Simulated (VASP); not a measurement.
Here is a VASP 6.6.1 calculation.

The input INCAR:

```
PREC = Accurate
ENCUT = 600
EDIFF = 1E-7
ISMEAR = 0
SIGMA = 0.02
LREAL = F
LASPH = T
NELM = 120
ALGO = Normal
ISIF = 3
LWAVE = F
LCHARG = F
GGA = CA
IBRION = 2
NSW = 100
EDIFFG = -0.002
GGA_COMPAT = F
NELMIN = 4
```

The input KPOINTS:

```
regular mesh
0
Gamma
  10 10 10
```

Contents of POSCAR:

```
NaF
1.0
    0.0000000000      2.2511321385      2.2511321385
    2.2511321385      0.0000000000      2.2511321385
    2.2511321385      2.2511321385      0.0000000000
Na F
1 1
Direct
    0.0000000000      0.0000000000      0.0000000000
    0.5000000000      0.5000000000      0.5000000000
```

Potentials or basis: VASP PAW LDA potentials, release 64 (Na_pv, F).

The run is started by

```bash
$ cat potpaw_LDA.64/Na_pv/POTCAR potpaw_LDA.64/F/POTCAR > POTCAR
$ mpirun -np 1 vasp_std > vasp.out
```

Task: Estimate the band gap on the k mesh.

Result: 6.45 eV, direct.

Task: What does it give for the relaxed volume?

Result: 11.39 Å³/atom.

Final structure:
```xyz
2
Lattice="0.0000 2.2502 2.2502 2.2502 0.0000 2.2502 2.2502 2.2502 0.0000" Properties=species:S:1:pos:R:3 pbc="T T T"
Na    2.2502    2.2502    4.5003
F     2.2502    2.2502    2.2502
```

A k mesh can miss the band edges. Expect the measured gap to be larger: semilocal functionals such as LDA lack the derivative discontinuity.
